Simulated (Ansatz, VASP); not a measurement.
# AlN in VASP and in Ansatz

```
Al N
1.0
     3.11300    0.00000    0.00000
     0.00000    4.98100    0.00000
     0.00000    0.00000   14.00000
Al N
1 1
Direct
  0.00000 0.50010 0.50000
  0.00000 0.88010 0.50000
```

Alike in both runs: task single point; functional PBE; k mesh 6 × 4 × 1; occupations gaussian, width 0.1 eV; collinear spin.

```csv
,VASP,Ansatz
version,VASP 6.6.1,Ansatz 0.2.0
potentials or method,"VASP PAW PBE potentials, release 64 (Al, N), cutoff 520 eV","scalar-relativistic, plane waves, PAW"
valence electrons in the cell,8,8
```

|  | VASP | Ansatz | Ansatz less VASP |
| --- | --- | --- | --- |
| gap on the k mesh at the Fermi level (eV) | none | none | - |
| rms of the force components (eV/Å) | 0.433 | 0.445 | +0.0119 |
| net moment per atom (μB) | 0.68 | 0.68 | +0.001 |
| size of the moment on the site where the two differ most (μB) | 0.94 | 0.99 | +0.053 |

Site moments also hang on the region over which each program counts them. Atom by atom the forces differ by 0.012 eV/Å (rms over components). A gap of «none» marks a metal or a gap that the smearing closes. Ansatz's warnings: slab cell height set.
